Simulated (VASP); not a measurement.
# ZnS (P6_3mc) in VASP: settings compared

Aim: see how the results for ZnS move with the level of theory and the settings. Levels: LDA, PBEsol, PBE. Tasks: single point.

All numbers are computed with VASP 6.6.1; they aren't measurements. Logs are shortened: lines on timing, memory, paths and dates and some standing lists are left out, and cuts for length are marked.

**1. The cell of the first run**

The structure is hexagonal, space group P6_3mc (No. 186). Conventional cell: a = 3.742 Å, b = 3.742 Å, c = 12.259 Å, α = 90.00°, β = 90.00°, γ = 120.00°. Within 3.0 Å of Zn (site symmetry 3m) lie 4 S at 2.29 to 2.30 Å. Within 3.0 Å of Zn (site symmetry 3m) lie 4 S at 2.29 Å. S (site symmetry 3m) has 4 Zn at 2.29 to 2.30 Å within 3.0 Å. S (site symmetry 3m) has 4 Zn at 2.29 Å within 3.0 Å.

**2. Single point, LDA**

The input, INCAR:

```
SYSTEM = ZnS
  ALGO = Normal
  EDIFF = 1E-6
  ENCUT = 520
  GGA = CA
  ISIF = 2
  ISMEAR = -1
  LASPH = .True.
  LCHARG = .False.
  LREAL = .False.
  LWAVE = .False.
  NBANDS = 46
  NELM = 100
  PREC = Accurate
  SIGMA = 0.02
```

The input, KPOINTS:

```
k-points
0
Gamma
  12 12 2
  0 0 0
```

The input, POSCAR:

```
ZnS
1.0
    3.7420091942      0.0000000000      0.0000000000
   -1.8710045971      3.2406750234      0.0000000000
    0.0000000000      0.0000000000     12.2592264861
Zn S
4 4
Direct
    0.6666666667      0.3333333333      0.7500682323
    0.3333333333      0.6666666667      0.2500682323
    0.0000000000      0.0000000000      0.5001986906
    0.0000000000      0.0000000000      0.0001986906
    0.6666666667      0.3333333333      0.9375512107
    0.3333333333      0.6666666667      0.4375512107
    0.0000000000      0.0000000000      0.6871808664
    0.0000000000      0.0000000000      0.1871808664
```

Potentials or basis: VASP PAW LDA potentials, release 64 (Zn, S).

The run is started by

```sh
> cat potpaw_LDA.64/Zn/POTCAR potpaw_LDA.64/S/POTCAR > POTCAR
> mpirun -np 1 vasp_std > vasp.out
```

OUTCAR:

```text
SYSTEM = ZnS
   EDIFF = 1E-6
   ENCUT = 520
   GGA = CA
   ISIF = 2
   ISMEAR = -1
   LASPH = .True.
   LREAL = .False.
   NELM = 100
   PREC = Accurate

 ion  position               nearest neighbor table
   1  0.667  0.333  0.750-   7 2.29   7 2.29   7 2.29   5 2.30
   2  0.333  0.667  0.250-   8 2.29   8 2.29   8 2.29   6 2.30
   3  0.000  0.000  0.500-   7 2.29   6 2.29   6 2.29   6 2.29
   4  0.000  0.000  0.000-   8 2.29   5 2.29   5 2.29   5 2.29
   5  0.667  0.333  0.938-   4 2.29   4 2.29   4 2.29   1 2.30
   6  0.333  0.667  0.438-   3 2.29   3 2.29   3 2.29   2 2.30
   7  0.000  0.000  0.687-   3 2.29   1 2.29   1 2.29   1 2.29
   8  0.000  0.000  0.187-   4 2.29   2 2.29   2 2.29   2 2.29

  LATTYP: Found a hexagonal cell.
 ALAT       =     3.7420091942
 C/A-ratio  =     3.2761080612

  Lattice vectors:

 A1 = (   3.7420091942,   0.0000000000,   0.0000000000)
 A2 = (  -1.8710045971,   3.2406750234,   0.0000000000)
 A3 = (   0.0000000000,   0.0000000000,  12.2592264861)

Analysis of symmetry for initial positions (statically):
=====================================================================
 Subroutine PRICEL returns:
 Original cell was already a primitive cell.

 Routine SETGRP: Setting up the symmetry group for a
 hexagonal supercell.

 Subroutine GETGRP returns: Found 12 space group operations
 (whereof  6 operations were pure point group operations)
 out of a pool of 24 trial point group operations.

The static configuration has the point symmetry C_3v.
 The point group associated with its full space group is C_6v.

Analysis of symmetry for dynamics (positions and initial velocities):
=====================================================================
 Subroutine PRICEL returns:
 Original cell was already a primitive cell.

 Routine SETGRP: Setting up the symmetry group for a
 hexagonal supercell.

 Subroutine GETGRP returns: Found 12 space group operations
 (whereof  6 operations were pure point group operations)
 out of a pool of 24 trial point group operations.

The dynamic configuration has the point symmetry C_3v.
 The point group associated with its full space group is C_6v.

 Subroutine INISYM returns: Found 12 space group operations
 (whereof  6 operations are pure point group operations),
 and found     1 'primitive' translations

----------------------------------------------------------------------------------------

                                     Primitive cell

  volume of cell :     148.6632

  direct lattice vectors                    reciprocal lattice vectors
     3.742009194  0.000000000  0.000000000     0.267236115  0.154288843  0.000000000
    -1.871004597  3.240675023  0.000000000     0.000000000  0.308577686  0.000000000
     0.000000000  0.000000000 12.259226486     0.000000000  0.000000000  0.081571215

  length of vectors
     3.742009194  3.742009194 12.259226486     0.308577686  0.308577686  0.081571215

  position of ions in fractional coordinates (direct lattice)
     0.666666667  0.333333333  0.750068232
     0.333333333  0.666666667  0.250068232
     0.000000000  0.000000000  0.500198691
     0.000000000  0.000000000  0.000198691
     0.666666667  0.333333333  0.937551211
     0.333333333  0.666666667  0.437551211
     0.000000000  0.000000000  0.687180866
     0.000000000  0.000000000  0.187180866

  ion indices of the primitive-cell ions
   primitive index   ion index
                 1           1
                 2           2
                 3           3
                 4           4
                 5           5
                 6           6
                 7           7
                 8           8

----------------------------------------------------------------------------------------

 KPOINTS: k-points

Automatic generation of k-mesh.
 Grid dimensions read from file:
 generate k-points for:   12   12    2

 Generating k-lattice:

  Cartesian coordinates                     Fractional coordinates (reciprocal lattice)
     0.022269676  0.012857404  0.000000000     0.083333333  0.000000000  0.000000000
     0.000000000  0.025714807  0.000000000     0.000000000  0.083333333  0.000000000
     0.000000000  0.000000000  0.040785608     0.000000000  0.000000000  0.500000000

  Length of vectors
     0.025714807  0.025714807  0.040785608

  Shift w.r.t. Gamma in fractional coordinates (k-lattice)
     0.000000000  0.000000000  0.000000000

 Subroutine IBZKPT returns following result:
 ===========================================

 Found     38 irreducible k-points:

 Following reciprocal coordinates:
            Coordinates               Weight
  0.000000  0.000000  0.000000      1.000000
  0.083333  0.000000  0.000000      6.000000
  0.166667  0.000000  0.000000      6.000000
  0.250000  0.000000  0.000000      6.000000
  0.333333  0.000000  0.000000      6.000000
  0.416667  0.000000  0.000000      6.000000
[... 16 lines left out ...]
  0.250000  0.000000  0.500000      6.000000
  0.333333  0.000000  0.500000      6.000000
 [... further k-points ...]
   k-points           NKPTS =     38   k-points in BZ     NKDIM =     38   number of bands    NBANDS=     46
   number of dos      NEDOS =    301   number of ions     NIONS =      8
   total plane-waves  NPLWV =  75264
   dimension x,y,z NGX =    28 NGY =   28 NGZ =   96
   dimension x,y,z NGXF=    56 NGYF=   56 NGZF=  192
   ions per type =               4   4
   NGX,Y,Z   is equivalent  to a cutoff of  12.44, 12.44, 13.02 a.u.
   NGXF,Y,Z  is equivalent  to a cutoff of  24.88, 24.88, 26.04 a.u.
 SYSTEM =  ZnS
   PREC   = accura    normal or accurate (medium, high low for compatibility)
   ISTART =      0    job   : 0-new  1-cont  2-samecut
   ICHARG =      2    charge: 1-file 2-atom 10-const
   ISPIN  =      1    spin polarized calculation?
   LNONCOLLINEAR =      F non collinear calculations
   LSORBIT =      F    spin-orbit coupling
   LASPH  =      T    aspherical Exc in radial PAW
   ENCUT  =  520.0 eV  38.22 Ry    6.18 a.u.   6.96  6.96 22.79*2*pi/ulx,y,z
   NELM   =    100;   NELMIN=  2; NELMDL= -5     # of ELM steps
   EDIFF  = 0.1E-05   stopping-criterion for ELM
   LREAL  =      F    real-space projection
   EDIFFG = 0.1E-04   stopping-criterion for IOM
   NSW    =      0    number of steps for IOM
   IBRION =     -1    ionic relax: 0-MD 1-quasi-New 2-CG
   NFREE  =      0    steps in history (QN), initial steepest desc. (CG)
   ISIF   =      2    stress and relaxation
   ISYM   =      2    0-nonsym 1-usesym 2-fastsym
   POTIM  = 0.5000    time-step for ionic-motion
   TEBEG  =    0.0;   TEEND  =   0.0 temperature during run
   PSTRESS=    0.0 pullay stress
   NELECT =      72.0000    total number of electrons
   NUPDOWN=      -1.0000    fix difference up-down
   EMIN   =  10.00;   EMAX   =-10.00  energy-range for DOS
   EFERMI =   0.00;   METHOD = LEGACY
   ISMEAR =    -1;   SIGMA  =   0.02  broadening in eV -4-tet -1-fermi 0-gaus
   EFERMI_NEDOS =   21; number of points for ismear=-14 and -15
   IALGO  =     38    algorithm
   IMIX   =      4    mixing-type and parameters
     AMIX     =   0.40;   BMIX     =  1.00
     AMIX_MAG =   1.60;   BMIX_MAG =  1.00
  volume/ion in A,a.u.               =      18.58       125.40
  Fermi-wavevector in a.u.,A,eV,Ry     =   1.285636  2.429499 22.488508  1.652859
  Thomas-Fermi vector in A             =   2.417758
   LORBIT       =      0    0 simple, 1 ext, 2 COOP (PROOUT), +10 PAW based schemes
   GGA     = CA    functional components
   LHFCALC =     F    Hartree Fock is set to
   AEXX    =    0.0000 exact exchange contribution
   IVDW    =     0    specifies the selected vdW correction
   LEPSILON=     F    determine dielectric tensor
   LRPA    =     F    only Hartree local field effects (RPA)
 non-spin polarized calculation
  energy-cutoff  :      520.00
  volume of cell :      148.66
 maximum number of plane-waves:      4027
 NGX is ok and might be reduce to    28
   NGX = 13   NGY = 13   NGZ = 45

 number of electron      71.9999998 magnetization

 Free energy of the ion-electron system (eV)
  ---------------------------------------------------
  ext. energy  EPLUGINS =         0.00000000
  ---------------------------------------------------
  free energy    TOTEN  =       -32.81997632 eV

  energy without entropy =      -32.81997632  energy(sigma->0) =      -32.81997632

 E-fermi :   2.9162     XC(G=0): -10.3121

 val. band max:        2.5208716364   @ k =   0.0000   0.0000   0.0000
 cond. band min:       4.7149990731   @ k =   0.0000   0.0000   0.0000
 fundamental gap:      2.1941274367
 Fermi energy:         2.9161577783

 k-point     1 :       0.0000    0.0000    0.0000
  band No.  band energies     occupation
      1     -11.0399      2.00000
      2     -10.5654      2.00000
      3     -10.5524      2.00000
      4      -9.9721      2.00000
      5      -4.2406      2.00000
      6      -4.2314      2.00000
[... 38 lines left out ...]
     45       9.0064      0.00000
     46       9.3112      0.00000

 k-point     2 :       0.0833    0.0000    0.0000
  band No.  band energies     occupation
      1     -10.9867      2.00000
      2     -10.5208      2.00000
      3     -10.5078      2.00000
      4      -9.9418      2.00000
      5      -4.2421      2.00000
      6      -4.2329      2.00000
[... 38 lines left out ...]
     45       8.9422      0.00000
     46       9.2257      0.00000

 k-point     3 :       0.1667    0.0000    0.0000
  band No.  band energies     occupation
      1     -10.8340      2.00000
      2     -10.3948      2.00000
      3     -10.3818      2.00000
      4      -9.8594      2.00000
      5      -4.2649      2.00000
      6      -4.2506      2.00000
[... 38 lines left out ...]
     45       9.1420      0.00000
     46       9.2361      0.00000

 k-point     4 :       0.2500    0.0000    0.0000
  band No.  band energies     occupation
      1     -10.6032      2.00000
      2     -10.2118      2.00000
      3     -10.1988      2.00000
      4      -9.7509      2.00000
      5      -4.2872      2.00000
      6      -4.2581      2.00000
[... 920 lines left out ...]
     45       9.3977      0.00000
     46       9.4510      0.00000

 k-point    23 :       0.2500    0.0000    0.5000
  band No.  band energies     occupation
      1     -10.4917      2.00000
      2     -10.4917      2.00000
      3      -9.8908      2.00000
      4      -9.8908      2.00000
      5      -4.2776      2.00000
      6      -4.2776      2.00000
[... 38 lines left out ...]
     45       9.7514      0.00000
     46       9.7714      0.00000

 k-point    24 :       0.3333    0.0000    0.5000
  band No.  band energies     occupation
      1     -10.2412      2.00000
      2     -10.2412      2.00000
      3      -9.7617      2.00000
      4      -9.7617      2.00000
      5      -4.2753      2.00000
      6      -4.2753      2.00000
[... 38 lines left out ...]
     45       9.8738      0.00000
     46       9.8738      0.00000

 [... further k-points ...]
[... 5 lines left out ...]
  --------------------------------------------------------------------------------------
  -------------------------------------------------------------------------------------
  Total        0.2375295      0.2375295      0.2261188      0.0000000      0.0000000     -0.0000000
  in kB        2.5599104      2.5599104      2.4369342      0.0000000      0.0000000     -0.0000000
  external PRESSURE =       2.5189183 kB  Pullay stress =       0.0000000 kB

 VOLUME and BASIS-vectors are now :
 -----------------------------------------------------------------------------
  energy-cutoff  :      520.00
  volume of cell :      148.66
      direct lattice vectors                 reciprocal lattice vectors
     3.742009194  0.000000000  0.000000000     0.267236115  0.154288843  0.000000000
    -1.871004597  3.240675023  0.000000000     0.000000000  0.308577686  0.000000000
     0.000000000  0.000000000 12.259226486     0.000000000  0.000000000  0.081571215

 POSITION                                       TOTAL-FORCE (eV/Angst)
 -----------------------------------------------------------------------------------
      1.87100      1.08023      9.19526         0.000000     -0.000000      0.002008
     -0.00000      2.16045      3.06564        -0.000000     -0.000000      0.002008
      0.00000      0.00000      6.13205         0.000000     -0.000000      0.002714
      0.00000      0.00000      0.00244         0.000000      0.000000      0.002714
      1.87100      1.08023     11.49365         0.000000      0.000000     -0.002194
     -0.00000      2.16045      5.36404        -0.000000     -0.000000     -0.002194
      0.00000      0.00000      8.42431         0.000000     -0.000000     -0.002529
      0.00000      0.00000      2.29469        -0.000000      0.000000     -0.002529
 -----------------------------------------------------------------------------------
    total drift:                               -0.000001     -0.000002      0.000560

  FREE ENERGIE OF THE ION-ELECTRON SYSTEM (eV)
  ---------------------------------------------------
  free  energy   TOTEN  =       -32.8199763219 eV

  energy  without entropy=      -32.8199763219  energy(sigma->0) =      -32.81997632
```

It took 2.6 min on 1 thread of Intel Xeon 6975P-C (Granite Rapids), shared host; peak memory 0.32 GiB.

What came out:

```yaml
Free_energy: -32.8200 eV
Pressure: 0.3 GPa
Band_gap_on_the_k_mesh: 2.19 eV
```

Forces in eV/Å, atoms in the order of the input:
```
Zn   0.000  0.000  0.002
Zn   0.000  0.000  0.002
Zn   0.000  0.000  0.003
Zn   0.000  0.000  0.003
S    0.000  0.000 -0.002
S    0.000  0.000 -0.002
S    0.000  0.000 -0.003
S    0.000  0.000 -0.003
```

A k mesh can miss the band edges.

**3. Single point, PBEsol**

This run uses another cell than the first one, of 19.22 Å³/atom.

The input, INCAR:

```
ALGO     = Normal         # electronic algorithm
EDIFF    = 1E-6           # SCF threshold, eV
ENCUT    = 520            # plane-wave cutoff, eV
GGA      = PS             # functional
ISIF     = 2              # what is computed and relaxed
ISMEAR   = -1             # smearing method
LASPH    = True           # aspherical terms in the spheres
LCHARG   = False          # write CHGCAR
LREAL    = False          # projectors in reciprocal space
LWAVE    = False          # write WAVECAR
NBANDS   = 46             # bands
NELM     = 60             # most SCF steps
PREC     = Accurate       # precision mode
SIGMA    = 0.02           # smearing width, eV
```

The input, KPOINTS:

```
k-points
0
Gamma
  12 12 2
```

The input, POSCAR:

```
ZnS
1.0
    3.7848271294      0.0000000000      0.0000000000
   -1.8924135647      3.2777564430      0.0000000000
    0.0000000000      0.0000000000     12.3924389459
Zn S
4 4
Direct
    0.6666666667      0.3333333333      0.7500589455
    0.3333333333      0.6666666667      0.2500589455
    0.0000000000      0.0000000000      0.5001320398
    0.0000000000      0.0000000000      0.0001320398
    0.6666666667      0.3333333333      0.9375828665
    0.3333333333      0.6666666667      0.4375828665
    0.0000000000      0.0000000000      0.6872251482
    0.0000000000      0.0000000000      0.1872251482
```

Potentials or basis: VASP PAW PBE potentials, release 64 (Zn, S).

The run is started by

```sh
> cat potpaw_PBE.64/Zn/POTCAR potpaw_PBE.64/S/POTCAR > POTCAR
> mpirun -np 1 vasp_std > vasp.out
```

It took 2.4 min on 1 thread of Intel Xeon 6975P-C (Granite Rapids), shared host; peak memory 0.37 GiB.

The run converged. Its results:

```yaml
Free_energy: -30.3462 eV
Pressure: 0.2 GPa
Band_gap_on_the_k_mesh: 2.13 eV
```

Levels at points of the mesh, in eV from the valence-band top:
```csv
k point,band 34,band 35,band 36,band 37,band 38,band 39
"(0.00, 0.00, 0.00)",-0.04,0.00,0.00,2.13,3.13,3.35
"(0.50, 0.00, 0.00)",-1.67,-1.18,-0.92,3.19,3.20,3.63
"(0.00, 0.00, 0.50)",-0.15,-0.15,-0.15,3.00,3.00,3.26
"(0.50, 0.00, 0.50)",-1.60,-1.17,-1.17,3.56,3.56,3.93
```

Caveat: the PAW data sets were made with another functional, which shifts forces and pressure a little. A k mesh can miss the band edges.

(Part 1 of 2 ends here.)
